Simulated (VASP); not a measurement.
W, 1 atom in the cell. The structure is cubic, space group Fm-3m (No. 225). The conventional cell has a = 3.962 Å, b = 3.962 Å, c = 3.962 Å, α = 90.00°, β = 90.00°, γ = 90.00°. Within 3.7 Å of W (site symmetry m-3m) lie 12 W at 2.80 Å.  This cell differs from its parent crystal: volume 15.553 Å^3 an atom, c/a of the conventional cell 1.0000.

| Property | Result |
| --- | --- |
| Program | VASP 6.6.1 |
| Task | single point |
| Functional | PBEsol |
| Potentials or basis | VASP PAW PBE potentials, release 64 (W_sv) |
| Cutoff | 500 eV |
| k mesh | 22 × 22 × 22 |
| Occupations | gaussian, width 0.15 eV |
| Spin | no spin polarisation |
| Dipole correction | no |
| Further INCAR settings | ALGO = Normal; EDIFF = 1e-06; NBANDS = 13 |

Potentials or basis: VASP PAW PBE potentials, release 64 (W_sv).

Run with:

```bash
$ cat potpaw_PBE.64/W_sv/POTCAR > POTCAR
$ mpirun -np 1 vasp_std > vasp.out
```

Hardware: 1 thread of Intel Xeon 6975P-C (shared host).

Estimate the wall time of this run.

Run time: 28 s on 1 thread of Intel Xeon 6975P-C, on a shared host, peak memory 0.17 GiB. Counts: scf iterations 11, k points 328.
